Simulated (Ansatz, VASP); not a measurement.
Two plane-wave programs on TaC

Contents of INCAR:

```
SYSTEM = TaC
ALGO     = Normal         ! electronic algorithm
EDIFF    = 1E-7           ! SCF threshold, eV
EDIFFG   = -0.04          ! ionic threshold
ENCUT    = 600            ! plane-wave cutoff, eV
GGA      = PE             ! functional
GGA_COMPAT= .FALSE.      
IBRION   = 2              ! ionic algorithm
ISIF     = 3              ! what is computed and relaxed
ISMEAR   = 0              ! smearing method
LASPH    = .TRUE.         ! aspherical terms in the spheres
LCHARG   = .FALSE.        ! write CHGCAR
LREAL    = .FALSE.        ! projectors in reciprocal space
LWAVE    = .FALSE.        ! write WAVECAR
NELM     = 120            ! most SCF steps
NELMIN   = 4            
NSW      = 90             ! ionic steps
PREC     = Accurate       ! precision mode
SIGMA    = 0.1            ! smearing width, eV
```

KPOINTS

```
k-points
0
G
  6 6 6
  0 0 0
```

File POSCAR:

```
TaC
1.0
    0.0000000000      2.2230000500      2.2230000500
    2.2230000500      0.0000000000      2.2230000500
    2.2230000500      2.2230000500      0.0000000000
Ta C
1 1
Direct
    0.0000000000      0.0000000000      0.0000000000
    0.5000000000      0.5000000000      0.5000000000
```

Input for Ansatz:

```yaml
crystal:
  lattice:
    - [0.0, 2.22300005, 2.22300005]
    - [2.22300005, 0.0, 2.22300005]
    - [2.22300005, 2.22300005, 0.0]
  atoms:
    - { symbol: Ta, position: [0.0, 0.0, 0.0] }
    - { symbol: C, position: [0.5, 0.5, 0.5] }
basis:
  ecutwfc: 420
kpoints:
  mp_grid: { grid: [6, 6, 6] }
hamiltonian:
  xc: pbe
scf:
  occupations: { method: gaussian, width: 0.1 }
  lower_state_search: "off"
output:
  forces: true
  stress: true
  eigenvalues: true
relax:
  adjacent_minimum: "off"
  f_tol: 0.04
  max_steps: 70
  cell: { stress_tol: 0.4 }
```

Alike in both runs: task relaxation of cell and atoms; functional PBE; k mesh 6 × 6 × 6; occupations gaussian, width 0.1 eV; no spin polarisation.

|  | VASP | Ansatz |
| --- | --- | --- |
| version | VASP 6.6.1 | Ansatz 0.2.0 |
| potentials or method | VASP PAW PBE potentials, release 64 (Ta_pv, C), cutoff 600 eV | scalar-relativistic, plane waves, PAW |
| valence electrons in the cell | 15 | 17 |

```csv
,VASP,Ansatz,Ansatz less VASP
"gap on the k mesh at the Fermi level, each at its own relaxed structure (eV)",none,none,-
relaxed volume (Å³/atom),11.22,11.20,-0.022
relaxed cell length with the largest relative difference (Å),3.166,3.164,-0.0021
```

A gap of «none» marks a metal or a gap that the smearing closes. VASP's potentials hold 15 valence electrons a cell and Ansatz's 17, so a difference there can come from the potentials and not from the codes.

The k mesh is coarse, so the values compare programs but aren't converged. Spin-orbit coupling is off throughout.
